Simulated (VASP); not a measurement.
KF:

```
CELL_PARAMETERS angstrom
3.25895 0.00000 0.00000
0.00000 3.25895 0.00000
0.00000 0.00000 3.25895
ATOMIC_POSITIONS crystal
K 0.00000 0.00000 0.00000
F 0.50000 0.50000 0.50000
```

Program: VASP 6.6.1. Alike in all runs: no spin polarisation; cell as given; k mesh 9 × 9 × 9; cutoff (eV) 520; smearing fermi-dirac 0.02 eV.

**Question.** Order these runs on this cell by their pressure, lowest first.
A. level PBEsol; potentials or basis VASP PAW PBE potentials, release 64 (K_sv, F)
B. level PBE; potentials or basis VASP PAW PBE potentials, release 64 (K_sv, F)
C. level LDA; potentials or basis VASP PAW LDA potentials, release 64 (K_sv, F)

**Answer.** C (-5.7 GPa), A (-2.5 GPa), B (0.0 GPa).

Caveats: the PAW data sets were made with another functional, which shifts forces and pressure a little (some runs).
